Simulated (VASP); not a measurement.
# Si (a cell with a defect) in VASP: a series of runs, part 2 of 2

VASP 6.6.1. The steps go on from the part before.

### 4 Single point, PBEsol

Input file INCAR:

```
PREC = Accurate
ENCUT = 520
EDIFF = 1E-7
ISMEAR = 0
SIGMA = 0.02
LREAL = Auto
LASPH = T
NELM = 80
ALGO = Normal
ISIF = 2
LWAVE = F
LCHARG = F
GGA = PS
NBANDS = 48
```

Input file KPOINTS:

```
Automatic mesh
0
Gamma
  2 2 2
```

Input file POSCAR:

```
Si
1.0
    0.0000000000      5.4300000000      5.4300000000
    5.4300000000      0.0000000000      5.4300000000
    5.4300000000      5.4300000000      0.0000000000
Si
17
Direct
    0.0018802026      0.0018809392      0.0018936464
    0.1250356354      0.1256065378      0.1237313996
    0.0025482505      0.0025460405      0.4923596685
    0.1281031308      0.1280320442      0.6216394107
    0.0018875691      0.4943240331      0.0019006446
    0.1279651934      0.6219567219      0.1281145488
   -0.0012471455      0.5004261510      0.5003944751
    0.1281050645      0.6222214549      0.6216420810
    0.4937262431      0.0020860958      0.0021021179
    0.6218698895      0.1279271639      0.1281461326
    0.5004664825     -0.0013782689      0.5004340700
    0.6221108656      0.1280895028      0.6217127072
    0.5003160221      0.5003167587     -0.0009495396
    0.6218734807      0.6220535912      0.1281471455
    0.5004682320      0.5004790976      0.5004354512
    0.6249942910      0.6248889503      0.6252314917
    0.8750592081      0.8756267956      0.8736682320
```

Run with:

```sh
cat potpaw_PBE.64/Si/POTCAR > POTCAR
mpirun -np 1 vasp_std > vasp.out
```

It took 1.7 min on 1 thread of Intel Xeon 6975P-C (Granite Rapids), shared host; peak memory 0.47 GiB.

It converged, with:

```yaml
Free_energy: -93.9216 eV
Pressure: 3.5 GPa
Largest_force: 0.019 eV/Å
Band_gap_on_the_k_mesh: zero (bands 34 and 35 overlap by 0.25 eV)
```

Forces in eV/Å, atoms in the order of the input:
```
Si   0.007  0.004  0.015
Si   0.001  0.002 -0.001
Si   0.009  0.005 -0.009
Si   0.002  0.000 -0.013
Si  -0.015  0.004 -0.006
Si  -0.003 -0.016  0.003
Si   0.011 -0.005 -0.011
Si   0.013  0.000 -0.002
Si   0.000 -0.012  0.000
Si  -0.014 -0.003  0.003
Si  -0.005  0.011 -0.009
Si   0.000  0.014  0.000
Si  -0.012 -0.010  0.012
Si  -0.003 -0.003  0.014
Si   0.009  0.011  0.005
Si   0.000  0.000  0.000
Si   0.001  0.000 -0.001
```

Levels at points of the mesh, in eV from the Fermi level:
| k point | band 30 | band 31 | band 32 | band 33 | band 34 | band 35 | band 36 | band 37 | band 38 | band 39 |
| --- | --- | --- | --- | --- | --- | --- | --- | --- | --- | --- |
| (0.00, 0.00, 0.00) | -1.69 | -0.78 | -0.77 | -0.77 | -0.25 | -0.24 | -0.24 | 0.04 | 0.04 | 0.42 |
| (0.50, 0.00, 0.00) | -1.52 | -1.52 | -1.37 | -1.36 | -0.34 | 0.51 | 0.52 | 0.87 | 0.87 | 1.28 |
| (0.00, 0.50, 0.00) | -1.52 | -1.52 | -1.37 | -1.36 | -0.34 | 0.51 | 0.52 | 0.87 | 0.87 | 1.28 |
| (0.00, 0.00, 0.50) | -1.52 | -1.52 | -1.37 | -1.37 | -0.34 | 0.51 | 0.52 | 0.86 | 0.86 | 1.29 |
| (0.50, 0.50, 0.50) | -1.52 | -1.52 | -1.37 | -1.36 | -0.34 | 0.51 | 0.52 | 0.87 | 0.87 | 1.28 |
| (0.50, 0.50, 0.00) | -1.96 | -1.96 | -1.83 | -0.97 | 0.01 | 0.71 | 1.03 | 1.03 | 1.13 | 1.89 |
| (0.00, 0.50, 0.50) | -1.96 | -1.96 | -1.83 | -0.97 | 0.01 | 0.71 | 1.03 | 1.03 | 1.13 | 1.89 |
| (0.50, 0.00, 0.50) | -1.96 | -1.96 | -1.83 | -0.97 | 0.01 | 0.71 | 1.03 | 1.04 | 1.13 | 1.89 |

Caveat: the k points lie up to 0.50 Å⁻¹ apart; the PAW data sets were made with another functional, which shifts forces and pressure a little.

### 5 Single point, PBEsol

Input file INCAR:

```
ALGO = Normal ; EDIFF = 1E-6
ENCUT = 520 ; GGA = PS
ISIF = 2 ; ISMEAR = 0
LASPH = T ; LCHARG = T
LELF = T ; LREAL = Auto
LVHAR = T ; LWAVE = F
NBANDS = 48 ; NELM = 100
PREC = Accurate ; SIGMA = 0.02
```

Input file KPOINTS:

```
k-points
0
Gamma
  2 2 2
```

Input file POSCAR:

```
Si
1.0
    0.0000000000      5.4300000000      5.4300000000
    5.4300000000      0.0000000000      5.4300000000
    5.4300000000      5.4300000000      0.0000000000
Si
17
Direct
    0.0000069061      0.0001142726      0.0000409761
    0.1246841621      0.1246488029      0.1246734807
    0.0031534070      0.0028526703      0.4970368324
    0.1245608656      0.1244717311      0.6262741252
    0.0030518416      0.4970551565      0.0029538674
    0.1244988029      0.6263719153      0.1244651013
    0.0028774401      0.4968813076      0.4968430018
    0.1312390424      0.6228232044      0.6228650092
    0.4970251381      0.0029056169      0.0031081952
    0.6262280847      0.1245061694      0.1245616022
    0.4969274401      0.0026519337      0.4969440147
    0.6231209945      0.1305206262      0.6231051565
    0.4968638122      0.4969185083      0.0027991713
    0.6229610497      0.6229037753      0.1310072744
    0.4999342541      0.4992373849      0.4997093923
    0.6225674954      0.6224452118      0.6225256906
    0.7499139963      0.7492793738      0.7497057090
```

Potentials or basis: VASP PAW PBE potentials, release 64 (Si).

Run with:

```sh
cat potpaw_PBE.64/Si/POTCAR > POTCAR
mpirun -np 1 vasp_std > vasp.out
```

OUTCAR:

```text
EDIFF = 1E-6
   ENCUT = 520
   GGA = PS
   ISIF = 2
   ISMEAR = 0
   LASPH = T
   LREAL = Auto
   NELM = 100
   PREC = Accurate

 ion  position               nearest neighbor table
   1  0.000  0.000  0.000-   6 2.34   4 2.34  10 2.34   2 2.34
   2  0.125  0.125  0.125-   9 2.33   3 2.33   5 2.34   1 2.34
   3  0.003  0.003  0.497-   4 2.33   2 2.33   8 2.38  12 2.38  17 2.75
   4  0.125  0.124  0.626-   3 2.33  11 2.34   7 2.34   1 2.34
   5  0.003  0.497  0.003-   6 2.33   2 2.34   8 2.38  14 2.38  17 2.75
   6  0.124  0.626  0.124-   5 2.33  13 2.34   7 2.34   1 2.34
   7  0.003  0.497  0.497-   6 2.34   4 2.34  16 2.38   8 2.38  17 2.74
   8  0.131  0.623  0.623-  15 2.31   3 2.38   5 2.38   7 2.38  17 2.39
   9  0.497  0.003  0.003-  10 2.33   2 2.33  14 2.38  12 2.38  17 2.75
  10  0.626  0.125  0.125-   9 2.33  11 2.34  13 2.34   1 2.34
  11  0.497  0.003  0.497-   4 2.34  10 2.34  16 2.38  12 2.38  17 2.75
  12  0.623  0.131  0.623-  15 2.31   9 2.38   3 2.38  11 2.38  17 2.39
  13  0.497  0.497  0.003-   6 2.34  10 2.34  16 2.38  14 2.38  17 2.74
  14  0.623  0.623  0.131-  15 2.31   9 2.38   5 2.38  13 2.38  17 2.39
  15  0.500  0.499  0.500-  16 2.31   8 2.31  14 2.31  12 2.31
  16  0.623  0.622  0.623-  15 2.31  11 2.38  13 2.38   7 2.38  17 2.39
  17  0.750  0.749  0.750-  12 2.39  14 2.39   8 2.39  16 2.39   7 2.74  13 2.74  11 2.75   5 2.75
                             3 2.75   9 2.75

  LATTYP: Found a face centered cubic cell.
 ALAT       =    10.8600000000

  Lattice vectors:

 A1 = (   0.0000000000,   5.4300000000,   5.4300000000)
 A2 = (   5.4300000000,   0.0000000000,   5.4300000000)
 A3 = (   5.4300000000,   5.4300000000,   0.0000000000)

Analysis of symmetry for initial positions (statically):
=====================================================================
 Subroutine PRICEL returns:
 Original cell was already a primitive cell.

 Routine SETGRP: Setting up the symmetry group for a
 face centered cubic supercell.

 Subroutine GETGRP returns: Found  1 space group operations
 (whereof  1 operations were pure point group operations)
 out of a pool of 48 trial point group operations.

The static configuration has the point symmetry C_1 .

Analysis of symmetry for dynamics (positions and initial velocities):
=====================================================================
 Subroutine PRICEL returns:
 Original cell was already a primitive cell.

 Routine SETGRP: Setting up the symmetry group for a
 face centered cubic supercell.

 Subroutine GETGRP returns: Found  1 space group operations
 (whereof  1 operations were pure point group operations)
 out of a pool of 48 trial point group operations.

The dynamic configuration has the point symmetry C_1 .

 Subroutine INISYM returns: Found  1 space group operations
 (whereof  1 operations are pure point group operations),
 and found     1 'primitive' translations

----------------------------------------------------------------------------------------

                                     Primitive cell

[... 77 lines left out ...]
  0.000000  0.000000  0.000000      1.000000
  0.500000  0.000000  0.000000      1.000000
  0.000000  0.500000  0.000000      1.000000
  0.000000  0.000000  0.500000      1.000000
  0.500000  0.500000  0.500000      1.000000
  0.500000  0.500000  0.000000      1.000000
  0.000000  0.500000  0.500000      1.000000
  0.500000  0.000000  0.500000      1.000000
   k-points           NKPTS =      8   k-points in BZ     NKDIM =      8   number of bands    NBANDS=     48
   number of dos      NEDOS =    301   number of ions     NIONS =     17
   total plane-waves  NPLWV = 216000
   dimension x,y,z NGX =    60 NGY =   60 NGZ =   60
   dimension x,y,z NGXF=   120 NGYF=  120 NGZF=  120
   ions per type =              17
   NGX,Y,Z   is equivalent  to a cutoff of  12.99, 12.99, 12.99 a.u.
   NGXF,Y,Z  is equivalent  to a cutoff of  25.98, 25.98, 25.98 a.u.
 SYSTEM =  unknown system
   PREC   = accura    normal or accurate (medium, high low for compatibility)
   ISTART =      0    job   : 0-new  1-cont  2-samecut
   ICHARG =      2    charge: 1-file 2-atom 10-const
   ISPIN  =      1    spin polarized calculation?
   LNONCOLLINEAR =      F non collinear calculations
   LSORBIT =      F    spin-orbit coupling
   LASPH  =      T    aspherical Exc in radial PAW
   ENCUT  =  520.0 eV  38.22 Ry    6.18 a.u.  14.28 14.28 14.28*2*pi/ulx,y,z
   NELM   =    100;   NELMIN=  2; NELMDL= -5     # of ELM steps
   EDIFF  = 0.1E-05   stopping-criterion for ELM
   LREAL  =      T    real-space projection
   EDIFFG = 0.1E-04   stopping-criterion for IOM
   NSW    =      0    number of steps for IOM
   IBRION =     -1    ionic relax: 0-MD 1-quasi-New 2-CG
   NFREE  =      0    steps in history (QN), initial steepest desc. (CG)
   ISIF   =      2    stress and relaxation
   ISYM   =      2    0-nonsym 1-usesym 2-fastsym
   POTIM  = 0.5000    time-step for ionic-motion
   TEBEG  =    0.0;   TEEND  =   0.0 temperature during run
   PSTRESS=    0.0 pullay stress
   NELECT =      68.0000    total number of electrons
   NUPDOWN=      -1.0000    fix difference up-down
   EMIN   =  10.00;   EMAX   =-10.00  energy-range for DOS
   EFERMI =   0.00;   METHOD = LEGACY
   ISMEAR =     0;   SIGMA  =   0.02  broadening in eV -4-tet -1-fermi 0-gaus
   EFERMI_NEDOS =   21; number of points for ismear=-14 and -15
   IALGO  =     38    algorithm
   IMIX   =      4    mixing-type and parameters
     AMIX     =   0.40;   BMIX     =  1.00
     AMIX_MAG =   1.60;   BMIX_MAG =  1.00
  volume/ion in A,a.u.               =      18.84       127.11
  Fermi-wavevector in a.u.,A,eV,Ry     =   0.976715  1.845724 12.979587  0.953973
  Thomas-Fermi vector in A             =   2.107356
   LORBIT       =      0    0 simple, 1 ext, 2 COOP (PROOUT), +10 PAW based schemes
   GGA     = PS    functional components
   LHFCALC =     F    Hartree Fock is set to
   AEXX    =    0.0000 exact exchange contribution
   IVDW    =     0    specifies the selected vdW correction
   LEPSILON=     F    determine dielectric tensor
   LRPA    =     F    only Hartree local field effects (RPA)
 non-spin polarized calculation
 Gauss-broadening in eV      SIGMA  =   0.02
  energy-cutoff  :      520.00
  volume of cell :      320.21
 maximum number of plane-waves:      8646
 NGX is ok and might be reduce to    60
   NGX = 29   NGY = 29   NGZ = 29

 number of electron      68.0000001 magnetization

 Free energy of the ion-electron system (eV)
  ---------------------------------------------------
  ext. energy  EPLUGINS =         0.00000000
  ---------------------------------------------------
  free energy    TOTEN  =       -93.92154542 eV

  energy without entropy =      -93.91760988  energy(sigma->0) =      -93.91957765

 E-fermi :   6.8055     XC(G=0):  -9.8056

 val. band max:        6.5668975893   @ k =   0.0000   0.0000   0.0000
 cond. band min:       6.8117230880   @ k =   0.0000   0.5000   0.5000
 fundamental gap:      0.2448254987
 Fermi energy:         6.8055499479

 k-point     1 :       0.0000    0.0000    0.0000
  band No.  band energies     occupation
      1      -6.3872      2.00000
      2      -3.8266      2.00000
      3      -3.6837      2.00000
      4      -3.6825      2.00000
      5      -3.6823      2.00000
      6      -2.8690      2.00000
[... 381 lines left out ...]
     45      10.0364      0.00000
     46      10.0382      0.00000
 [bands above 46 left out]

------------------------ aborting loop because EDIFF is reached ----------------------------------------

  FORCE on cell =-STRESS in cart. coord.  units (eV):
  Direction    XX          YY          ZZ          XY          YZ          ZX
  --------------------------------------------------------------------------------------
  -------------------------------------------------------------------------------------
  Total        7.0123428      7.0117064      7.0127360     -0.0033030     -0.0043041      0.0021782
  in kB       35.0868386     35.0836542     35.0888058     -0.0165271     -0.0215360      0.0108990
  external PRESSURE =      35.0864328 kB  Pullay stress =       0.0000000 kB

 VOLUME and BASIS-vectors are now :
 -----------------------------------------------------------------------------
  energy-cutoff  :      520.00
  volume of cell :      320.21
      direct lattice vectors                 reciprocal lattice vectors
     0.000000000  5.430000000  5.430000000    -0.092081031  0.092081031  0.092081031
     5.430000000  0.000000000  5.430000000     0.092081031 -0.092081031  0.092081031
     5.430000000  5.430000000  0.000000000     0.092081031  0.092081031 -0.092081031

 POSITION                                       TOTAL-FORCE (eV/Angst)
 -----------------------------------------------------------------------------------
      0.00084      0.00026      0.00066         0.001015      0.000268      0.000696
      1.35382      1.35401      1.35388        -0.008803     -0.012779     -0.010228
      2.71440      2.71603      0.03261        -0.002795     -0.003442     -0.015857
      4.07655      4.07703      1.35225         0.012238      0.008888     -0.002069
      2.71505      0.03261      2.71558        -0.004163     -0.014163     -0.004365
      4.07705      1.35187      4.07723         0.009637     -0.002353      0.008469
[... 9 lines left out ...]
      6.76019      6.76086      6.76042         0.003643      0.006409      0.004495
      8.13949      8.14293      8.14062        -0.003396      0.000169     -0.002022
 -----------------------------------------------------------------------------------
    total drift:                               -0.003710     -0.000416     -0.001240

  FREE ENERGIE OF THE ION-ELECTRON SYSTEM (eV)
  ---------------------------------------------------
  free  energy   TOTEN  =       -93.9215454175 eV

  energy  without entropy=      -93.9176098844  energy(sigma->0) =      -93.91957765
```

Wall time 89 s (1 thread of Intel Xeon 6975P-C (Granite Rapids), shared host); peak memory 0.46 GiB.

Results:

```yaml
Free_energy: -93.9215 eV
Pressure: 3.5 GPa
Largest_force: 0.019 eV/Å
Band_gap_on_the_k_mesh: zero (bands 34 and 35 overlap by 0.25 eV)
```

Forces on the atoms (eV/Å):
```
Si   0.001  0.000  0.001
Si  -0.009 -0.013 -0.010
Si  -0.003 -0.003 -0.016
Si   0.012  0.009 -0.002
Si  -0.004 -0.014 -0.004
Si   0.010 -0.002  0.008
Si   0.011  0.002  0.000
Si  -0.009  0.002  0.001
Si  -0.017 -0.003 -0.003
Si  -0.002  0.010  0.012
Si   0.001  0.012  0.002
Si   0.007 -0.013  0.007
Si   0.000  0.003  0.011
Si   0.002  0.004 -0.010
Si  -0.001 -0.001  0.000
Si   0.004  0.006  0.004
Si  -0.003  0.000 -0.002
```

Caveat: the k points lie up to 0.50 Å⁻¹ apart; the PAW data sets were made with another functional, which shifts forces and pressure a little.

The gap in the log of VASP goes by the Fermi energy; the results here count the filled bands.